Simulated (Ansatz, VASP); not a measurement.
## Zn3F in VASP and in Ansatz

Contents of INCAR:

```
PREC = Accurate
ENCUT = 520
EDIFF = 1E-6
ISMEAR = 0
SIGMA = 0.1
LREAL = F
LASPH = T
NELM = 150
ALGO = Normal
ISIF = 2
LWAVE = F
LCHARG = F
ISPIN = 2
MAGMOM = 0 0 0 1
LORBIT = 11
GGA = PE
NBANDS = 34
```

File KPOINTS:

```
Automatic mesh
0
Gamma
  6 6 2
```

POSCAR

```
Zn3F
1.0
    2.7117108640      0.0000000000      0.0000000000
   -1.3558554320      2.3484104959      0.0000000000
    0.0000000000      0.0000000000      8.8381726238
Zn F
3 1
Direct
    0.0000000000      0.0000000000      0.0000000000
    0.6666666667      0.3333333333      0.7044007035
    0.6666666667      0.3333333333      0.2955992965
    0.0000000000      0.0000000000      0.5000000000
```

Input for Ansatz:

```yaml
crystal:
  lattice:
    - [2.711710864, 0.0, 0.0]
    - [-1.355855432, 2.3484104959, 0.0]
    - [0.0, 0.0, 8.8381726238]
  atoms:
    - { symbol: Zn, position: [0.0, 0.0, 0.0] }
    - { symbol: Zn, position: [0.6666666667, 0.3333333333, 0.7044007035] }
    - { symbol: Zn, position: [0.6666666667, 0.3333333333, 0.2955992965] }
    - { symbol: F, position: [0.0, 0.0, 0.5], spin: 1.0 }
basis:
  ecutwfc: 420
kpoints:
  mp_grid: { grid: [6, 6, 2] }
hamiltonian:
  xc: pbe
scf:
  occupations: { method: gaussian, width: 0.1 }
  lower_state_search: "off"
output:
  forces: true
  stress: true
  eigenvalues: true
  populations: true
magnetization:
  spin_polarized: true
```

Change from the starting cell: species swapped into the MgSn3 type (P-6m2, No. 187).

Alike in both runs: task single point; functional PBE; k mesh 6 × 6 × 2; occupations gaussian, width 0.1 eV; collinear spin.

|  | VASP | Ansatz |
| --- | --- | --- |
| version | VASP 6.6.1 | Ansatz 0.2.0 |
| potentials or method | VASP PAW PBE potentials, release 64 (Zn, F), cutoff 520 eV | scalar-relativistic, plane waves, PAW |
| valence electrons in the cell | 43 | 43 |

|  | VASP | Ansatz | Ansatz less VASP |
| --- | --- | --- | --- |
| gap on the k mesh at the Fermi level (eV) | none | none | - |
| pressure (GPa) | 0.2 | 0.0 | -0.15 |
| traceless stress, the component that is largest in VASP (GPa) | 0.27 | 0.30 | +0.029 |
| rms of the force components (eV/Å) | 0.006 | 0.001 | -0.0048 |
| net moment per atom (μB) | 0.00 | 0.00 | 0.000 |

Atom by atom the forces differ by 0.006 eV/Å (rms over components). A gap of «none» marks a metal or a gap that the smearing closes. Ansatz's warnings: seeded moment not kept.

The k mesh is coarse, so the values compare programs but aren't converged.
